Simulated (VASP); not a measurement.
Here is a VASP 6.6.1 calculation.

POSCAR

```
W
1.0
    0.0000000000      1.8676000000      2.1924000000
    1.8676000000      0.0000000000      2.1924000000
    1.8676000000      1.8676000000      0.0000000000
W
1
Direct
    0.0000000000      0.0000000000      0.0000000000
```

The input INCAR.step1:

```
  PREC = Accurate
  ENCUT = 520
  ISMEAR = 0
  SIGMA = 0.15
  LREAL = False
  LASPH = True
  NELM = 100
  NBANDS = 13
  GGA = PE
  ALGO = Normal
  EDIFF = 1E-4
  LWAVE = True
  LCHARG = False
```

Contents of INCAR.step2:

```
  PREC = Accurate
  ENCUT = 520
  EDIFF = 1E-6
  ISMEAR = 0
  SIGMA = 0.15
  LREAL = False
  LASPH = True
  NELM = 100
  ALGO = Normal
  ISIF = 2
  LWAVE = False
  LCHARG = False
  METAGGA = R2SCAN
  LMIXTAU = True
  NBANDS = 13
  ISTART = 1
```

Contents of KPOINTS:

```
Automatic mesh
0
Gamma
  20 20 20
```

Potentials or basis: VASP PAW PBE potentials, release 64 (W_sv).

Command:

```console
$ cat potpaw_PBE.64/W_sv/POTCAR > POTCAR
$ cp INCAR.step1 INCAR
$ mpirun -np 1 vasp_std > vasp.out
$ cp INCAR.step2 INCAR
$ mpirun -np 1 vasp_std > vasp.out
```

**Question.** Estimate the band gap on the k mesh.

**Answer.** Zero (bands 7 and 8 overlap by 4.90 eV).

**Question.** What does it give for the pressure?

**Answer.** 22.1 GPa.

Stress tensor (GPa, compression positive):
```
20.00  0.00  0.00
 0.00 20.00  0.00
 0.00  0.00 26.19
```

Caveat: the cell differs from its parent crystal (strain -0.080 along x and y, +0.080 along z); the stress differs along the axes, from 20 to 26 GPa; the PAW data sets were made with another functional, which shifts forces and pressure a little; spin-orbit coupling is left out, which moves the levels of the heavy elements.
